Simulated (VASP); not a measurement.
# Sn2GeP2 (I4/mmm) in VASP: further runs, part 2 of 2

VASP 6.6.1.

### Step 3. Single point, PBE

This run uses another cell than the first one, of 25.94 Å³/atom.

The input, INCAR:

```
SYSTEM = Sn2GeP2
PREC     = Accurate       ! precision mode
ENCUT    = 520            ! plane-wave cutoff, eV
EDIFF    = 1E-6           ! SCF threshold, eV
ISMEAR   = 0              ! smearing method
SIGMA    = 0.1            ! smearing width, eV
LREAL    = .FALSE.        ! projectors in reciprocal space
LASPH    = .TRUE.         ! aspherical terms in the spheres
NELM     = 60             ! most SCF steps
ALGO     = Normal         ! electronic algorithm
ISIF     = 2              ! what is computed and relaxed
LWAVE    = .FALSE.        ! write WAVECAR
LCHARG   = .FALSE.        ! write CHGCAR
GGA      = PE             ! functional
NBANDS   = 34             ! bands
```

The input, KPOINTS:

```
Automatic mesh
0
G
  4 4 4
  0 0 0
```

The input, POSCAR:

```
Sn2GeP2
1.0
   -2.9261477000      2.9261477000      3.7871194300
    2.9261477000     -2.9261477000      3.7871194300
    2.9261477000      2.9261477000     -3.7871194300
Sn Ge P
2 1 2
Direct
    0.2055024500      0.2055024500      0.0000000000
    0.7944975500      0.7944975500      0.0000000000
    0.5000000000      0.5000000000      0.0000000000
    0.7500000000      0.2500000000      0.5000000000
    0.2500000000      0.7500000000      0.5000000000
```

Potentials or basis: VASP PAW PBE potentials, release 64 (Sn_d, Ge_d, P).

On the command line:

```
$ cat potpaw_PBE.64/Sn_d/POTCAR potpaw_PBE.64/Ge_d/POTCAR potpaw_PBE.64/P/POTCAR > POTCAR
$ mpirun -np 1 vasp_std > vasp.out
```

OUTCAR:

```text
SYSTEM = Sn2GeP2
   PREC = Accurate
   ENCUT = 520
   EDIFF = 1E-6
   ISMEAR = 0
   LREAL = .FALSE.
   LASPH = .TRUE.
   NELM = 60
   ISIF = 2
   GGA = PE

 ion  position               nearest neighbor table
   1  0.206  0.206  0.000-   3 2.23   5 2.95   4 2.95   4 2.95   5 2.95   2 3.11
   2  0.794  0.794  0.000-   3 2.23   4 2.95   5 2.95   4 2.95   5 2.95   1 3.11
   3  0.500  0.500  0.000-   1 2.23   2 2.23
   4  0.750  0.250  0.500-   2 2.95   1 2.95   2 2.95   1 2.95
   5  0.250  0.750  0.500-   2 2.95   1 2.95   2 2.95   1 2.95

  LATTYP: Found a body centered tetragonal cell.
 ALAT       =     5.8522954000
 C/A-ratio  =     1.2942338591

  Lattice vectors:

 A1 = (  -2.9261477000,   2.9261477000,   3.7871194300)
 A2 = (   2.9261477000,  -2.9261477000,   3.7871194300)
 A3 = (   2.9261477000,   2.9261477000,  -3.7871194300)

Analysis of symmetry for initial positions (statically):
=====================================================================
 Subroutine PRICEL returns:
 Original cell was already a primitive cell.

 Routine SETGRP: Setting up the symmetry group for a
 body centered tetragonal supercell.

 Subroutine GETGRP returns: Found 16 space group operations
 (whereof 16 operations were pure point group operations)
 out of a pool of 16 trial point group operations.

The static configuration has the point symmetry D_4h.

Analysis of symmetry for dynamics (positions and initial velocities):
=====================================================================
 Subroutine PRICEL returns:
 Original cell was already a primitive cell.

 Routine SETGRP: Setting up the symmetry group for a
 body centered tetragonal supercell.

 Subroutine GETGRP returns: Found 16 space group operations
 (whereof 16 operations were pure point group operations)
 out of a pool of 16 trial point group operations.

The dynamic configuration has the point symmetry D_4h.

 Subroutine INISYM returns: Found 16 space group operations
[... 112 lines left out ...]
  volume/ion in A,a.u.               =      25.94       175.06
  Fermi-wavevector in a.u.,A,eV,Ry     =   1.207134  2.281152 19.826033  1.457172
  Thomas-Fermi vector in A             =   2.342781
   LORBIT       =      0    0 simple, 1 ext, 2 COOP (PROOUT), +10 PAW based schemes
   GGA     = PE    functional components
   LHFCALC =     F    Hartree Fock is set to
   AEXX    =    0.0000 exact exchange contribution
   IVDW    =     0    specifies the selected vdW correction
   LEPSILON=     F    determine dielectric tensor
   LRPA    =     F    only Hartree local field effects (RPA)
 non-spin polarized calculation
 Gauss-broadening in eV      SIGMA  =   0.10
  energy-cutoff  :      520.00
  volume of cell :      129.71
 maximum number of plane-waves:      3551
 NGX is ok and might be reduce to    42
   NGX = 21   NGY = 21   NGZ = 21

 number of electron      52.0000004 magnetization

 Free energy of the ion-electron system (eV)
  ---------------------------------------------------
  ext. energy  EPLUGINS =         0.00000000
  ---------------------------------------------------
  free energy    TOTEN  =       -17.95865587 eV

  energy without entropy =      -17.95317471  energy(sigma->0) =      -17.95591529

 E-fermi :   5.2476     XC(G=0):  -9.5566

 val. band max:        5.0932956669   @ k =   0.5000   0.2500  -0.0000
 cond. band min:       5.2981134763   @ k =   0.2500   0.2500   0.2500
 fundamental gap:      0.2048178094
 Fermi energy:         5.2475961286

 k-point     1 :       0.0000    0.0000    0.0000
  band No.  band energies     occupation
      1     -20.2054      2.00000
      2     -20.0163      2.00000
      3     -20.0163      2.00000
      4     -19.9967      2.00000
      5     -19.9940      2.00000
      6     -16.3818      2.00000
[... 470 lines left out ...]
     33      10.6579      0.00000
     34      11.0826      0.00000

------------------------ aborting loop because EDIFF is reached ----------------------------------------

  FORCE on cell =-STRESS in cart. coord.  units (eV):
  Direction    XX          YY          ZZ          XY          YZ          ZX
  --------------------------------------------------------------------------------------
  -------------------------------------------------------------------------------------
  Total       -5.7272232     -5.7272232     23.6182142      0.0000000      0.0000000      0.0000000
  in kB      -70.7445861    -70.7445861    291.7401208      0.0000000      0.0000000      0.0000000
  external PRESSURE =      50.0836496 kB  Pullay stress =       0.0000000 kB

 VOLUME and BASIS-vectors are now :
 -----------------------------------------------------------------------------
  energy-cutoff  :      520.00
  volume of cell :      129.71
      direct lattice vectors                 reciprocal lattice vectors
    -2.926147700  2.926147700  3.787119430     0.000000000  0.170873124  0.132026467
     2.926147700 -2.926147700  3.787119430     0.170873124  0.000000000  0.132026467
     2.926147700  2.926147700 -3.787119430     0.170873124  0.170873124  0.000000000

 POSITION                                       TOTAL-FORCE (eV/Angst)
 -----------------------------------------------------------------------------------
      0.00000      0.00000      1.55652        -0.000000     -0.000000     -5.638216
      0.00000      0.00000      6.01771        -0.000000     -0.000000      5.638216
      0.00000      0.00000      3.78712         0.000000      0.000000     -0.000000
     -0.00000      2.92615      1.89356         0.000000      0.000000     -0.000000
      2.92615     -0.00000      1.89356         0.000000      0.000000     -0.000000
 -----------------------------------------------------------------------------------
    total drift:                               -0.000000     -0.000000      0.000000

  FREE ENERGIE OF THE ION-ELECTRON SYSTEM (eV)
  ---------------------------------------------------
  free  energy   TOTEN  =       -17.9586558741 eV

  energy  without entropy=      -17.9531747065  energy(sigma->0) =      -17.95591529
```

Wall time 66 s (1 thread of Intel Xeon Platinum 8488C (Sapphire Rapids), shared host); peak memory 0.28 GiB.

Results:

| Quantity | Value |
| --- | --- |
| Free energy | -17.9587 eV |
| Pressure | 5.0 GPa |
| Largest force | 5.638 eV/Å |
| Band gap on the k mesh | zero (bands 26 and 27 overlap by 1.30 eV) |

Forces on the atoms (eV/Å):
```
Sn   0.000  0.000 -5.638
Sn   0.000  0.000  5.638
Ge   0.000  0.000  0.000
P    0.000  0.000  0.000
P    0.000  0.000  0.000
```

Levels at points of the mesh, in eV from the Fermi level:
| k point | band 23 | band 24 | band 25 | band 26 | band 27 | band 28 | band 29 | band 30 |
| --- | --- | --- | --- | --- | --- | --- | --- | --- |
| (0.00, 0.00, 0.00) | -2.73 | -2.73 | -1.69 | -0.99 | 0.09 | 0.09 | 2.05 | 2.83 |
| (0.50, 0.00, 0.00) | -3.34 | -1.20 | -0.98 | -0.51 | 0.25 | 1.02 | 1.23 | 2.11 |
| (0.50, 0.50, 0.00) | -0.73 | -0.37 | -0.37 | -0.31 | -0.16 | 0.45 | 1.76 | 1.91 |
| (0.50, 0.50, 0.50) | -1.68 | -1.68 | -0.69 | 0.82 | 1.34 | 1.63 | 1.63 | 3.60 |

Caveat: the stress differs along the axes, from -7 to 29 GPa; spin-orbit coupling is left out, which moves the levels of the heavy elements; forces of over 1 eV/Å act on the atoms, so gaps and moduli don't describe the material at rest.

### Step 4. Single point, PBE

This run uses another cell than the first one, of 23.53 Å³/atom.

The input, INCAR:

```
ALGO     = Normal         # electronic algorithm
EDIFF    = 1E-6           # SCF threshold, eV
ENCUT    = 520            # plane-wave cutoff, eV
GGA      = PE             # functional
ISIF     = 2              # what is computed and relaxed
ISMEAR   = 0              # smearing method
LASPH    = True           # aspherical terms in the spheres
LCHARG   = False          # write CHGCAR
LREAL    = False          # projectors in reciprocal space
LWAVE    = False          # write WAVECAR
NBANDS   = 34             # bands
NELM     = 100            # most SCF steps
PREC     = Accurate       # precision mode
SIGMA    = 0.1            # smearing width, eV
```

The input, KPOINTS:

```
k-points
0
Gamma
  6 6 6
```

The input, POSCAR:

```
Sn2GeP2
1.0
   -2.5796223388      2.5796223388      4.4200871535
    2.5796223388     -2.5796223388      4.4200871535
    2.5796223388      2.5796223388     -4.4200871535
Sn Ge P
2 1 2
Direct
    0.1618184141      0.1618184141      0.0000000000
    0.8381815859      0.8381815859      0.0000000000
    0.5000000000      0.5000000000      0.0000000000
    0.7500000000      0.2500000000      0.5000000000
    0.2500000000      0.7500000000      0.5000000000
```

On the command line:

```
$ cat potpaw_PBE.64/Sn_d/POTCAR potpaw_PBE.64/Ge_d/POTCAR potpaw_PBE.64/P/POTCAR > POTCAR
$ mpirun -np 1 vasp_std > vasp.out
```

Run time: 2.5 min. Hardware: 1 thread of Intel Xeon Platinum 8488C (Sapphire Rapids), shared host; peak memory 0.37 GiB.

It converged, with:

```
Free energy            : -21.1170 eV
Pressure               : 0.0 GPa
Band gap on the k mesh : zero (bands 26 and 27 overlap by 1.74 eV)
```

Levels at points of the mesh, in eV from the Fermi level:
| k point | band 22 | band 23 | band 24 | band 25 | band 26 | band 27 | band 28 | band 29 | band 30 | band 31 |
| --- | --- | --- | --- | --- | --- | --- | --- | --- | --- | --- |
| (0.00, 0.00, 0.00) | -4.80 | -3.27 | -2.26 | -2.26 | -1.61 | -0.97 | -0.97 | -0.26 | 3.57 | 3.62 |
| (0.50, 0.00, 0.00) | -4.02 | -3.91 | -1.67 | -1.07 | 0.40 | 0.47 | 1.10 | 1.30 | 2.86 | 2.98 |
| (0.50, 0.50, 0.00) | -2.16 | -1.72 | -0.58 | -0.31 | -0.19 | -0.07 | 1.44 | 2.63 | 3.14 | 3.22 |
| (0.50, 0.50, 0.50) | -2.33 | -1.80 | -1.80 | -0.35 | -0.22 | 0.67 | 0.90 | 1.30 | 1.30 | 4.01 |

Caveat: spin-orbit coupling is left out, which moves the levels of the heavy elements.

### Step 5. The runs side by side

| cell | k mesh | gap on the mesh (eV) | pressure (GPa) | largest force (eV/Å) |
| --- | --- | --- | --- | --- |
| a = 5.767 Å, angles 127.8, 127.8, 77.0°, 5 atoms, atomic positions A | 4 × 4 × 4 | none | 0.1 | 0.01 |
| a = 5.610 Å, angles 117.1, 117.1, 95.1°, 5 atoms, atomic positions B | 4 × 4 × 4 | none | 5.0 | 5.64 |
| a = 5.731 Å, angles 126.5, 126.5, 79.1°, 5 atoms, atomic positions C | 6 × 6 × 6 | none | 0.0 | - |

Alike in all rows: task single point; level PBE; potentials or basis VASP PAW PBE potentials, release 64 (Sn_d, Ge_d, P); no spin polarisation; cutoff (eV) 520; smearing gaussian 0.1 eV.

Caveats: spin-orbit coupling is left out, which moves the levels of the heavy elements; the stress differs along the axes, from -7 to 29 GPa (at least some runs); forces of over 1 eV/Å act on the atoms, so gaps and moduli don't describe the material at rest (at least some runs).

Total energies depend on the potentials used, so only differences within one code and one set of settings carry meaning.

The gap in the log of VASP goes by the Fermi energy; the results here count the filled bands.